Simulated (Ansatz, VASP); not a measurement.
# Cr: VASP beside Ansatz

```
Cr
1.0
     3.93243    0.00000    0.00000
     0.00000    3.93243    0.00000
     0.00000    0.00000    3.93243
Cr
4
Direct
  0.03000 0.03000 0.03000
  0.47000 0.97000 0.53000
  0.53000 0.47000 0.97000
  0.97000 0.53000 0.47000
```

Alike in both runs: task relaxation of cell and atoms; functional PBE; k mesh 4 × 4 × 4; occupations gaussian, width 0.1 eV; no spin polarisation.

|  | VASP | Ansatz |
| --- | --- | --- |
| version | VASP 6.6.1 | Ansatz 0.2.0 |
| potentials or method | VASP PAW PBE potentials, release 64 (Cr_pv), cutoff 600 eV | scalar-relativistic, plane waves, PAW |
| valence electrons in the cell | 48 | 56 |

```csv
,VASP,Ansatz,Ansatz less VASP
"gap on the k mesh at the Fermi level, each at its own relaxed structure (eV)",none,none,-
relaxed volume (Å³/atom),11.90,11.93,+0.026
relaxed cell length with the largest relative difference (Å),3.624,3.627,+0.0026
```

A gap of «none» marks a metal or a gap that the smearing closes. VASP's potentials hold 48 valence electrons a cell and Ansatz's 56, so a difference there can come from the potentials and not from the codes.

The k mesh is coarse, so the values compare programs but aren't converged. Noted on VASP's run: the volume moved by over 15 % at a fixed basis, so the end points are rough; too few bands were computed for a metal, which touches its energy and stress.
